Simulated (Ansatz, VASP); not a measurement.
# Te: VASP beside Ansatz

```
Te
1.0
     4.29663    0.00000    0.00000
    -2.14832    3.72099    0.00000
     0.00000    0.00000    5.90411
Te
3
Cartesian
  -0.9215 3.7210 1.9680
  3.6832 1.0625 3.9361
  1.5349 2.6585 5.9041
```

Alike in both runs: task single point; functional LDA; k mesh 9 × 9 × 6; occupations methfessel-paxton of order 1, width 0.3 eV; no spin polarisation.

```csv
,VASP,Ansatz
version,VASP 6.6.1,Ansatz 0.2.0
potentials or method,"VASP PAW LDA potentials, release 64 (Te), cutoff 520 eV","plane waves (420 eV) with PAW, scalar-relativistic"
valence electrons in the cell,18,48
```

```tsv
	VASP	Ansatz	Ansatz less VASP
pressure (GPa)	0.0	-0.1	-0.13
traceless stress, the component that is largest in VASP (GPa)	0.20	0.13	-0.068
```

Ansatz warns that its potentials were made for another functional, while VASP's fit it. LDA's correlation is that of Perdew and Zunger in VASP and of Perdew and Wang (1992) in Ansatz. VASP's potentials hold 18 valence electrons a cell and Ansatz's 48, so a difference there can come from the potentials and not from the codes.

Neither program's run includes spin-orbit coupling.
